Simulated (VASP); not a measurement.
# Fe in VASP: further runs, part 2 of 2

VASP 6.6.1.

## 3. Single point, PBEsol, collinear spin, ferromagnetic start

This run uses another cell than the first one, of 10.79 Å³/atom.

Input file INCAR:

```
ALGO = Normal ; EDIFF = 1E-6
ENCUT = 520 ; GGA = PS
ISIF = 2 ; ISMEAR = -1
ISPIN = 2 ; LASPH = True
LCHARG = False ; LMAXMIX = 4
LORBIT = 11 ; LREAL = False
LWAVE = False ; MAGMOM = 3
NBANDS = 14 ; NELM = 150
PREC = Accurate ; SIGMA = 0.05
```

Input file KPOINTS:

```
k-points
0
Gamma
  13 13 13
```

Input file POSCAR:

```
Fe
1.0
    0.0000000000      1.9685770600      1.9688722313
    1.3924364530      0.0000000000      1.9688722313
    1.3924364530      1.9685770600      0.0000000000
Fe
1
Direct
    0.0000000000      0.0000000000      0.0000000000
```

Potentials or basis: VASP PAW PBE potentials, release 64 (Fe).

Command:

```sh
$ cat potpaw_PBE.64/Fe/POTCAR > POTCAR
$ mpirun -np 1 vasp_std > vasp.out
```

OUTCAR:

```text
EDIFF = 1E-6
   ENCUT = 520
   GGA = PS
   ISIF = 2
   ISMEAR = -1
   ISPIN = 2
   LASPH = True
   LORBIT = 11
   LREAL = False
   NELM = 150
   PREC = Accurate

 ion  position               nearest neighbor table
   1  0.000  0.000  0.000-

  LATTYP: Found a face centered orthorhombic cell.
 ALAT       =     2.7848729060
 B/A-ratio  =     1.4137643810
 C/A-ratio  =     1.4139763628

  Lattice vectors:

 A1 = (   0.0000000000,   1.9685770600,   1.9688722313)
 A2 = (   1.3924364530,   0.0000000000,   1.9688722313)
 A3 = (   1.3924364530,   1.9685770600,   0.0000000000)

Analysis of symmetry for initial positions (statically):
=====================================================================
 Subroutine PRICEL returns:
 Original cell was already a primitive cell.

 Routine SETGRP: Setting up the symmetry group for a
 face centered orthorhombic supercell.

 Subroutine GETGRP returns: Found  8 space group operations
 (whereof  8 operations were pure point group operations)
 out of a pool of  8 trial point group operations.

The static configuration has the point symmetry D_2h.

Analysis of symmetry for dynamics (positions and initial velocities):
=====================================================================
 Subroutine PRICEL returns:
 Original cell was already a primitive cell.

 Routine SETGRP: Setting up the symmetry group for a
 face centered orthorhombic supercell.

 Subroutine GETGRP returns: Found  8 space group operations
 (whereof  8 operations were pure point group operations)
 out of a pool of  8 trial point group operations.

The dynamic configuration has the point symmetry D_2h.

Analysis of structural, dynamic, and magnetic symmetry:
=====================================================================
 Subroutine PRICEL returns:
 Original cell was already a primitive cell.

 Routine SETGRP: Setting up the symmetry group for a
 face centered orthorhombic supercell.

 Subroutine GETGRP returns: Found  8 space group operations
 (whereof  8 operations were pure point group operations)
 out of a pool of  8 trial point group operations.

The overall configuration has the point symmetry D_2h.

 Subroutine INISYM returns: Found  8 space group operations
 (whereof  8 operations are pure point group operations),
 and found     1 'primitive' translations

----------------------------------------------------------------------------------------

                                     Primitive cell

  volume of cell :      10.7938

  direct lattice vectors                    reciprocal lattice vectors
     0.000000000  1.968577060  1.968872231    -0.359082814  0.253990565  0.253952487
     1.392436453  0.000000000  1.968872231     0.359082814 -0.253990565  0.253952487
     1.392436453  1.968577060  0.000000000     0.359082814  0.253990565 -0.253952487

  length of vectors
     2.784197102  2.411501014  2.411260027     0.507881423  0.507881423  0.507881423

  position of ions in fractional coordinates (direct lattice)
     0.000000000  0.000000000  0.000000000

  ion indices of the primitive-cell ions
   primitive index   ion index
                 1           1

----------------------------------------------------------------------------------------

 KPOINTS: k-points

Automatic generation of k-mesh.
 Grid dimensions read from file:
 generate k-points for:   13   13   13

[... 66 lines left out ...]
   NSW    =      0    number of steps for IOM
   IBRION =     -1    ionic relax: 0-MD 1-quasi-New 2-CG
   NFREE  =      0    steps in history (QN), initial steepest desc. (CG)
   ISIF   =      2    stress and relaxation
   ISYM   =      2    0-nonsym 1-usesym 2-fastsym
   POTIM  = 0.5000    time-step for ionic-motion
   TEBEG  =    0.0;   TEEND  =   0.0 temperature during run
   PSTRESS=    0.0 pullay stress
   NELECT =       8.0000    total number of electrons
   NUPDOWN=      -1.0000    fix difference up-down
   EMIN   =  10.00;   EMAX   =-10.00  energy-range for DOS
   EFERMI =   0.00;   METHOD = LEGACY
   ISMEAR =    -1;   SIGMA  =   0.05  broadening in eV -4-tet -1-fermi 0-gaus
   EFERMI_NEDOS =   21; number of points for ismear=-14 and -15
   IALGO  =     38    algorithm
   IMIX   =      4    mixing-type and parameters
     AMIX     =   0.40;   BMIX     =  1.00
     AMIX_MAG =   1.60;   BMIX_MAG =  1.00
  volume/ion in A,a.u.               =      10.79        72.84
  Fermi-wavevector in a.u.,A,eV,Ry     =   1.481539  2.799702 29.864209  2.194957
  Thomas-Fermi vector in A             =   2.595437
   LORBIT       =     11    0 simple, 1 ext, 2 COOP (PROOUT), +10 PAW based schemes
   GGA     = PS    functional components
   LHFCALC =     F    Hartree Fock is set to
   AEXX    =    0.0000 exact exchange contribution
   IVDW    =     0    specifies the selected vdW correction
   LEPSILON=     F    determine dielectric tensor
   LRPA    =     F    only Hartree local field effects (RPA)
 spin polarized calculation
  energy-cutoff  :      520.00
  volume of cell :       10.79
 maximum number of plane-waves:       321
 NGX is ok and might be reduce to    24
   NGX = 11   NGY =  9   NGZ =  9

 number of electron       8.0000002 magnetization       2.0693859

 Free energy of the ion-electron system (eV)
  ---------------------------------------------------
  ext. energy  EPLUGINS =         0.00000000
  ---------------------------------------------------
  free energy    TOTEN  =        -8.92217854 eV

  energy without entropy =       -8.91341255  energy(sigma->0) =       -8.91779554

 E-fermi :   6.2627     XC(G=0): -13.5728

 val. band max:        6.2620753298   @ k =   0.4615   0.2308   0.1538
 cond. band min:       6.2756204477   @ k =  -0.1538   0.2308   0.3077
 fundamental gap:      0.0135451179
 Fermi energy:         6.2627239765

 spin component 1

 k-point     1 :       0.0000    0.0000    0.0000
  band No.  band energies     occupation
      1      -2.6148      1.00000
      2       3.8168      1.00000
      3       3.8181      1.00000
      4       3.8189      1.00000
      5       5.1753      1.00000
      6       5.1767      1.00000
      7      31.6365      0.00000
      8      31.6400      0.00000
      9      31.6445      0.00000
     10      37.0805      0.00000
     11      37.0840      0.00000
     12      39.6630      0.00000
     13      39.6642      0.00000
     14      39.6722      0.00000
[... 379 lines left out ...]
      3       3.7628      1.00000
      4       5.1147      1.00000
      5       5.5987      1.00000
      6       7.7156      0.00000
      7      16.9934      0.00000
      8      21.7815      0.00000
      9      26.8352      0.00000
     10      32.4605      0.00000
     11      37.6534      0.00000
     12      39.5973      0.00000
     13      45.9332      0.00000
     14      48.9129      0.00000

 [... further k-points ...]

 spin component 2

 k-point     1 :       0.0000    0.0000    0.0000
  band No.  band energies     occupation
      1      -2.3581      1.00000
      2       5.6108      1.00000
      3       5.6126      1.00000
      4       5.6136      1.00000
      5       7.7254      0.00000
      6       7.7276      0.00000
      7      31.5585      0.00000
      8      31.5621      0.00000
      9      31.5666      0.00000
     10      37.4023      0.00000
     11      37.4051      0.00000
     12      40.3609      0.00000
     13      40.3620      0.00000
     14      40.3701      0.00000
[... 379 lines left out ...]
      3       5.0429      1.00000
      4       7.4223      0.00000
      5       8.0475      0.00000
      6       9.4131      0.00000
      7      17.9671      0.00000
      8      22.3945      0.00000
      9      27.3559      0.00000
     10      32.8254      0.00000
     11      38.0277      0.00000
     12      40.1121      0.00000
     13      46.3358      0.00000
     14      49.5334      0.00000

 [... further k-points ...]
[... 5 lines left out ...]
  --------------------------------------------------------------------------------------
  -------------------------------------------------------------------------------------
  Total       -0.0002758      0.0028495      0.0002898     -0.0000000      0.0000000      0.0000000
  in kB       -0.0409413      0.4229571      0.0430227     -0.0000000      0.0000000      0.0000000
  external PRESSURE =       0.1416795 kB  Pullay stress =       0.0000000 kB

 VOLUME and BASIS-vectors are now :
 -----------------------------------------------------------------------------
  energy-cutoff  :      520.00
  volume of cell :       10.79
      direct lattice vectors                 reciprocal lattice vectors
     0.000000000  1.968577060  1.968872231    -0.359082814  0.253990565  0.253952487
     1.392436453  0.000000000  1.968872231     0.359082814 -0.253990565  0.253952487
     1.392436453  1.968577060  0.000000000     0.359082814  0.253990565 -0.253952487

 POSITION                                       TOTAL-FORCE (eV/Angst)
 -----------------------------------------------------------------------------------
      0.00000      0.00000      0.00000         0.000000      0.000000      0.000000
 -----------------------------------------------------------------------------------
    total drift:                                0.000000     -0.000000     -0.000000

  FREE ENERGIE OF THE ION-ELECTRON SYSTEM (eV)
  ---------------------------------------------------
  free  energy   TOTEN  =        -8.9221785351 eV

  energy  without entropy=       -8.9134125455  energy(sigma->0) =       -8.91779554

 total charge

# of ion       s       p       d       tot
------------------------------------------
    1        0.512   0.591   6.281   7.385

 magnetization (x)

# of ion       s       p       d       tot
------------------------------------------
    1       -0.013  -0.051   2.114   2.051
```

OSZICAR:

```text
N       E                     dE             d eps       ncg     rms          rms(c)
DAV:   1     0.212650644926E+02    0.21265E+02   -0.38552E+03 21080   0.711E+02
DAV:   2    -0.904839802577E+01   -0.30313E+02   -0.27757E+02 21110   0.130E+02
DAV:   3    -0.995306041043E+01   -0.90466E+00   -0.89771E+00 23384   0.231E+01
DAV:   4    -0.995588185832E+01   -0.28214E-02   -0.28212E-02 22190   0.116E+00
DAV:   5    -0.995589388240E+01   -0.12024E-04   -0.12025E-04 23578   0.777E-02    0.129E+01
DAV:   6    -0.898851136807E+01    0.96738E+00   -0.97999E+00 24632   0.372E+01    0.490E+00
DAV:   7    -0.894050782775E+01    0.48004E-01   -0.44499E-01 23804   0.778E+00    0.311E+00
DAV:   8    -0.893056974762E+01    0.99381E-02   -0.51451E-03 22372   0.445E-01    0.132E+00
DAV:   9    -0.892233726892E+01    0.82325E-02   -0.51916E-03 25896   0.350E-01    0.241E-01
DAV:  10    -0.892216971023E+01    0.16756E-03   -0.37687E-04 23066   0.225E-01    0.679E-02
DAV:  11    -0.892217663786E+01   -0.69276E-05   -0.51911E-05 22310   0.710E-02    0.264E-02
DAV:  12    -0.892217799613E+01   -0.13583E-05   -0.16617E-06 22388   0.140E-02    0.122E-02
DAV:  13    -0.892217853511E+01   -0.53898E-06   -0.15905E-06 17418   0.876E-03
   1 F= -.89221785E+01 E0= -.89177955E+01  d E =-.876599E-02  mag=     2.0685
```

Run time: 1.8 min. Hardware: 1 thread of Intel Xeon 8259CL, shared host; peak memory 0.2 GiB.

What came out:

```
Free energy                                           : -8.9222 eV
Pressure                                              : 0.0 GPa
Net moment                                            : 2.07 μB per cell
Site moments                                          : Fe +2.05 μB
Valence electrons inside the program's atomic spheres : Fe 7.38
```

Caveat: the PAW data sets were made with another functional, which shifts forces and pressure a little.
